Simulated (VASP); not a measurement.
Tl:

```xyz
3
Lattice="3.6121 0.0000 0.0000 -1.8060 3.1281 0.0000 0.0000 0.0000 8.3476" Properties=species:S:1:pos:R:3 pbc="T T T"
Tl    0.0000    0.0000    0.0000
Tl    0.0000    2.0854    2.7825
Tl    1.8060    1.0427    5.5651
```

| Quantity | Value |
| --- | --- |
| Program | VASP 6.6.1 |
| Task | relaxation of cell and atoms |
| Functional | PBE |
| Potentials or basis | VASP PAW PBE potentials, release 64 (Tl_d) |
| Cutoff | 600 eV |
| k mesh | 15 × 15 × 6 |
| Occupations | gaussian, width 0.1 eV |
| Spin | no spin polarisation |

At the start: pressure -0.2 GPa; volume 31.44 Å³/atom.

Q: How do energy, volume and symmetry change on relaxing?

A: Over 7 steps the energy falls by 6.4 meV/atom and the volume is 31.03 Å³/atom (-1.3 %); space group Fm-3m (No. 225, to 0.05 Å).

Step by step:
```
step  energy change (eV)  largest force (eV/Å)  pressure (GPa)  volume (Å³)
   1              0.0000                0.0000           -0.19        94.32
   2             -0.0054                0.0000           -0.07        93.81
   3             -0.0162                0.0000            0.33        92.26
   4             -0.0166                0.0000            0.50        91.64
   5             -0.0188                0.0000            0.13        92.75
   6             -0.0188                0.0000            0.19        92.62
   7             -0.0193                0.0000            0.02        93.08
```

Final structure:
```xyz
3
Lattice="3.5194 0.0000 0.0000 -1.7597 3.0479 0.0000 0.0000 0.0000 8.6771" Properties=species:S:1:pos:R:3 pbc="T T T"
Tl    0.0000    0.0000    0.0000
Tl    0.0000    2.0319    2.8924
Tl    1.7597    1.0160    5.7848
```
